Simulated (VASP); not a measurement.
Wanted: the native input for a VASP 6.6.1 run.

```
Task                   : single point
Functional             : r2SCAN
Potentials or basis    : VASP PAW PBE potentials, release 64 (Ba_sv, Ti_sv, O)
Cutoff                 : 520 eV
k mesh                 : 7 × 7 × 7
Occupations            : fermi-dirac, width 0.05 eV
Spin                   : no spin polarisation
Hubbard terms          : Ti d U = 8.0 eV
Dipole correction      : no
Further INCAR settings : ALGO = Normal; EDIFF = 1e-06; NBANDS = 28
```

Crystal: BaTiO3.

```
Ba Ti O
1.0
     4.00730    0.00000    0.00000
     0.00000    4.00730    0.00000
     0.00000    0.00000    4.00730
Ba Ti O
1 1 3
Cartesian
  2.0398 1.8245 2.0304
  3.7818 0.2804 3.8242
  2.0859 0.0274 0.2221
  0.0507 1.9715 0.2113
  0.0563 3.9108 1.7266
```

These files were run (other wordings do the same):

POSCAR

```
BaTiO3
1.0
    4.0073000000      0.0000000000      0.0000000000
    0.0000000000      4.0073000000      0.0000000000
    0.0000000000      0.0000000000      4.0073000000
Ba Ti O
1 1 3
Direct
    0.5090294500      0.4552911200      0.5066787400
    0.9437351000      0.0699797700      0.9543125000
    0.5205349200      0.0068319800      0.0554319400
    0.0126470200      0.4919678200      0.0527235900
    0.0140535100      0.9759293100      0.4308532400
```

INCAR.step1

```
  PREC = Accurate
  ENCUT = 520
  ISMEAR = -1
  SIGMA = 0.05
  LREAL = False
  LASPH = True
  NELM = 150
  LMAXMIX = 4
  LDAU = True
  LDAUTYPE = 2
  LDAUL = -1 2 -1
  LDAUU = 0 8 0
  LDAUJ = 0 0 0
  NBANDS = 28
  GGA = PE
  ALGO = Normal
  EDIFF = 1E-4
  LWAVE = True
  LCHARG = False
```

INCAR.step2

```
  PREC = Accurate
  ENCUT = 520
  EDIFF = 1E-6
  ISMEAR = -1
  SIGMA = 0.05
  LREAL = False
  LASPH = True
  NELM = 150
  ALGO = Normal
  ISIF = 2
  LWAVE = False
  LCHARG = False
  LMAXMIX = 4
  LDAU = True
  LDAUTYPE = 2
  LDAUL = -1 2 -1
  LDAUU = 0 8 0
  LDAUJ = 0 0 0
  LDAUPRINT = 1
  METAGGA = R2SCAN
  LMIXTAU = True
  NBANDS = 28
  ISTART = 1
```

KPOINTS

```
Automatic mesh
0
Gamma
  7 7 7
```

Potentials or basis: VASP PAW PBE potentials, release 64 (Ba_sv, Ti_sv, O).

Launch:

```sh
$ cat potpaw_PBE.64/Ba_sv/POTCAR potpaw_PBE.64/Ti_sv/POTCAR potpaw_PBE.64/O/POTCAR > POTCAR
$ cp INCAR.step1 INCAR
$ mpirun -np 1 vasp_std > vasp.out
$ cp INCAR.step2 INCAR
$ mpirun -np 1 vasp_std > vasp.out
```

It gave:

```yaml
Pressure: 19.7 GPa
Largest_force: 7.218 eV/Å
Band_gap_on_the_k_mesh: 3.94 eV (least direct gap 4.32 eV)
```

Caveat: the cell stands under pressure; the PAW data sets were made with another functional, which shifts forces and pressure a little; spin-orbit coupling is left out, which moves the levels of the heavy elements; an odd mesh through Γ misses points on the zone boundary, where band edges can lie.

Run time: 20 min on 1 thread of Oxide Virtual Turin-like Processor (shared host), peak memory 0.37 GiB.
